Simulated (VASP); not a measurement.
Here is a VASP 6.6.1 calculation.

Contents of INCAR:

```
SYSTEM = TaWC2
ALGO     = Normal         ! electronic algorithm
EDIFF    = 1E-6           ! SCF threshold, eV
ENCUT    = 520            ! plane-wave cutoff, eV
GGA      = CA             ! functional
ISIF     = 2              ! what is computed and relaxed
ISMEAR   = -1             ! smearing method
LASPH    = .True.         ! aspherical terms in the spheres
LCHARG   = .True.         ! write CHGCAR
LELF     = .True.         ! ELF
LREAL    = .False.        ! projectors in reciprocal space
LVHAR    = .True.       
LWAVE    = .False.        ! write WAVECAR
NBANDS   = 24             ! bands
NELM     = 80             ! most SCF steps
PREC     = Accurate       ! precision mode
SIGMA    = 0.05           ! smearing width, eV
```

File KPOINTS:

```
k-points
0
Gamma
  10 10 10
  0 0 0
```

POSCAR

```
TaWC2
1.0
    1.6026836620      0.9253098436      5.2016768326
   -1.6026836620      0.9253098436      5.2016768326
    0.0000000000     -1.8506196874      5.2016768326
W Ta C
1 1 2
Direct
    0.0000000000      0.0000000000      0.0000000000
    0.5000000000      0.5000000000      0.5000000000
    0.2509330000      0.2509330000      0.2509330000
    0.7490670000      0.7490670000      0.7490670000
```

Potentials or basis: VASP PAW LDA potentials, release 64 (W_sv, Ta_pv, C).

Command:

```sh
$ cat potpaw_LDA.64/W_sv/POTCAR potpaw_LDA.64/Ta_pv/POTCAR potpaw_LDA.64/C/POTCAR > POTCAR
$ mpirun -np 1 vasp_std > vasp.out
```

Question: Estimate the largest force.

Answer: 0.068 eV/Å.

Question: What does it give for the pressure?

Answer: -31.0 GPa.

Stress tensor (GPa, compression positive):
```
-31.03   0.00   0.00
  0.00 -31.03   0.00
  0.00   0.00 -30.93
```

Caveat: the cell stands under tension.
